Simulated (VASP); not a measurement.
Write the native input for VASP 6.6.1 that does the following.

| Property | Result |
| --- | --- |
| Task | single point |
| Functional | PBEsol |
| Potentials or basis | VASP PAW PBE potentials, release 64 (Fe, Co) |
| Cutoff | 520 eV |
| k mesh | 12 × 12 × 12 |
| Occupations | gaussian, width 0.1 eV |
| Spin | no spin polarisation |
| Dipole correction | no |
| Further INCAR settings | ALGO = Fast; EDIFF = 1e-07; NBANDS = 26 |

The structure of FeCo3 lies in POSCAR:

```
FeCo3
1.0
    3.4052494704      0.0000000000      0.0000000000
    0.0000000000      3.4052494704      0.0000000000
    0.0000000000      0.0000000000      3.4052494704
Fe Co
1 3
Direct
    0.0000000000      0.0000000000      0.0000000000
    0.5000000000      0.5000000000      0.0000000000
    0.5000000000      0.0000000000      0.5000000000
    0.0000000000      0.5000000000      0.5000000000
```

The input as run:

INCAR

```
SYSTEM = FeCo3
ALGO = Fast
EDIFF = 1E-7
ENCUT = 520
GGA = PS
ISIF = 2
ISMEAR = 0
LASPH = .TRUE.
LCHARG = .FALSE.
LREAL = .FALSE.
LWAVE = .FALSE.
NBANDS = 26
NELM = 100
PREC = Accurate
SIGMA = 0.1
```

KPOINTS

```
k-points
0
G
  12 12 12
  0 0 0
```

Potentials or basis: VASP PAW PBE potentials, release 64 (Fe, Co).

The run is started by

```console
$ cat potpaw_PBE.64/Fe/POTCAR potpaw_PBE.64/Co/POTCAR > POTCAR
$ mpirun -np 1 vasp_std > vasp.out
```

It gave:

The pressure is -0.9 GPa. The band gap on the k mesh is zero (an odd number of electrons rules out a gap without spin polarisation).

Caveat: the PAW data sets were made with another functional, which shifts forces and pressure a little; the run has no spin polarisation, though such a crystal can be magnetic.

Run time: 52 s on 1 thread of Intel(R) Xeon(R) 6975P-C (Granite Rapids), on a shared host, peak memory 0.21 GiB.
